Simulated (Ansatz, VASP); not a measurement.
# One calculation of LuSi2, two programs

```
Lu Si
1.0
     3.72483    0.00000    0.00000
    -1.86242    3.22580    0.00000
     0.00000    0.00000    4.02282
Lu Si
1 2
Direct
  0.00000 0.00000 0.00000
  0.33333 0.66667 0.50000
  0.66667 0.33333 0.50000
```

Change from the starting cell: volume scaled by 0.98.

Alike in both runs: task single point; functional PBEsol; k mesh 13 × 13 × 10; occupations fermi-dirac, width 0.05 eV; no spin polarisation.

```csv
,VASP,Ansatz
version,VASP 6.6.1,Ansatz 0.2.0
potentials or method,"VASP PAW PBE potentials, release 64 (Lu, Si), cutoff 600 eV","all-electron LAPW, scalar-relativistic"
```

```tsv
	VASP	Ansatz	Ansatz less VASP
pressure (GPa)	17.0	16.4	-0.59
traceless stress, the component that is largest in VASP (GPa)	-19.44	-19.43	+0.018
```

VASP's potentials were made for PBE, not for PBEsol. Ansatz ran all-electron here, and VASP with PAW potentials.

Neither program's run includes spin-orbit coupling.
